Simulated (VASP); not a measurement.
Wanted: the native input for a VASP 6.6.1 run.

```
Task                   : single point
Functional             : PBEsol
Potentials or basis    : VASP PAW PBE potentials, release 64 (Co)
Cutoff                 : 600 eV
k mesh                 : 8 × 8 × 8
Occupations            : gaussian, width 0.1 eV
Spin                   : collinear spin, ferromagnetic start
Starting moments       : [3.0] μB
Dipole correction      : no
Further INCAR settings : ALGO = Normal; EDIFF = 1e-06; NBANDS = 14
```

The structure of Co lies in POSCAR:

```
Co
1.0
   -1.4023200000      1.4023200000      1.4023200000
    1.4023200000     -1.4023200000      1.4023200000
    1.4023200000      1.4023200000     -1.4023200000
Co
1
Direct
    0.0000000000      0.0000000000      0.0000000000
```

This isn't the form of Co at room conditions, which is hcp.

One way to write it, as run:

INCAR

```
ALGO = Normal
EDIFF = 1E-6
ENCUT = 600
GGA = PS
GGA_COMPAT = False
ISIF = 2
ISMEAR = 0
ISPIN = 2
LASPH = True
LCHARG = False
LMAXMIX = 4
LORBIT = 11
LREAL = False
LWAVE = False
MAGMOM = 3
NBANDS = 14
NELM = 200
PREC = Accurate
SIGMA = 0.1
```

KPOINTS

```
k-points
0
Gamma
  8 8 8
```

Potentials or basis: VASP PAW PBE potentials, release 64 (Co).

The run is started by

```sh
$ cat potpaw_PBE.64/Co/POTCAR > POTCAR
$ mpirun -np 1 vasp_std > vasp.out
```

It gave:

```
Pressure                                              : -8.8 GPa
Net moment                                            : 1.81 μB per cell
Site moments                                          : Co +1.82 μB
Valence electrons inside the program's atomic spheres : Co 8.23
```

Caveat: the k points lie up to 0.40 Å⁻¹ apart; the PAW data sets were made with another functional, which shifts forces and pressure a little.

Run time: 7.5 s on 1 thread of Intel(R) Xeon(R) Platinum 8559C (Emerald Rapids) (shared host), peak memory 0.13 GiB.
